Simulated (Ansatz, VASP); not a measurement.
One calculation of MgO, two programs

File INCAR:

```
SYSTEM = MgO
PREC = Accurate
ENCUT = 520
EDIFF = 1E-7
ISMEAR = 0
SIGMA = 0.05
LREAL = .False.
LASPH = .True.
NELM = 100
ALGO = Normal
ISIF = 2
LWAVE = .False.
LCHARG = .False.
GGA = CA
NBANDS = 36
```

Contents of KPOINTS:

```
regular mesh
0
Gamma
  4 4 4
  0 0 0
```

POSCAR

```
MgO
1.0
    5.5230736673      0.0000000000      0.0000000000
    0.0000000000      5.5230736673      0.0000000000
    0.0000000000      0.0000000000      5.5230736673
Mg O
6 6
Direct
    0.2500000000      0.0080752486      0.5000000000
    0.0000000000      0.4919247514      0.2500000000
    0.5000000000      0.7500000000      0.0000000000
    0.7500000000      0.0080752486      0.5000000000
    0.0000000000      0.4919247514      0.7500000000
    0.5000000000      0.2500000000      0.0000000000
    0.2500000000      0.5228864995      0.0000000000
    0.5000000000     -0.0228864995      0.2500000000
    0.0000000000      0.7500000000      0.5000000000
    0.7500000000      0.5228864995      0.0000000000
    0.5000000000     -0.0228864995      0.7500000000
    0.0000000000      0.2500000000      0.5000000000
```

Input for Ansatz:

```yaml
crystal:
  lattice:
    - [5.5230736673, 0.0, 0.0]
    - [0.0, 5.5230736673, 0.0]
    - [0.0, 0.0, 5.5230736673]
  atoms:
    - { symbol: Mg, position: [0.25, 0.0080752486, 0.5] }
    - { symbol: Mg, position: [0.0, 0.4919247514, 0.25] }
    - { symbol: Mg, position: [0.5, 0.75, 0.0] }
    - { symbol: Mg, position: [0.75, 0.0080752486, 0.5] }
    - { symbol: Mg, position: [0.0, 0.4919247514, 0.75] }
    - { symbol: Mg, position: [0.5, 0.25, 0.0] }
    - { symbol: O, position: [0.25, 0.5228864995, 0.0] }
    - { symbol: O, position: [0.5, -0.0228864995, 0.25] }
    - { symbol: O, position: [0.0, 0.75, 0.5] }
    - { symbol: O, position: [0.75, 0.5228864995, 0.0] }
    - { symbol: O, position: [0.5, -0.0228864995, 0.75] }
    - { symbol: O, position: [0.0, 0.25, 0.5] }
basis:
  ecutwfc: 520.0
kpoints:
  mp_grid: { grid: [4, 4, 4] }
hamiltonian:
  xc: lda
  pseudopotentials: { kind: paw, azcp: { folder: soft_1 } }
scf:
  occupations: { method: gaussian, width: 0.05 }
output:
  forces: true
  stress: true
  eigenvalues: true
```

Change from the starting cell: mode 14 frozen in at -0.014 Å and mode 24 at +0.115 Å (largest displacements).

Alike in both runs: task single point; functional LDA; k mesh 4 × 4 × 4; occupations gaussian, width 0.05 eV; no spin polarisation.

|  | VASP | Ansatz |
| --- | --- | --- |
| version | VASP 6.6.1 | Ansatz 0.2.0 |
| potentials or method | VASP PAW LDA potentials, release 64 (Mg, O), cutoff 520 eV | scalar-relativistic, plane waves, PAW |
| valence electrons in the cell | 48 | 96 |

|  | VASP | Ansatz | Ansatz less VASP |
| --- | --- | --- | --- |
| gap on the k mesh at the Fermi level (eV) | 2.70 | 2.71 | +0.013 |
| least direct gap on the mesh (eV) | 2.70 | 2.71 | +0.012 |
| pressure (GPa) | -0.2 | 0.5 | +0.68 |
| traceless stress, the component that is largest in VASP (GPa) | -0.42 | -0.43 | -0.011 |
| rms of the force components (eV/Å) | 0.772 | 0.754 | -0.0176 |

Ansatz warns that its potentials were made for another functional, while VASP's fit it. LDA's correlation is that of Perdew and Zunger in VASP and of Perdew and Wang (1992) in Ansatz. Atom by atom the forces differ by 0.018 eV/Å (rms over components). VASP's potentials hold 48 valence electrons a cell and Ansatz's 96, so a difference there can come from the potentials and not from the codes.
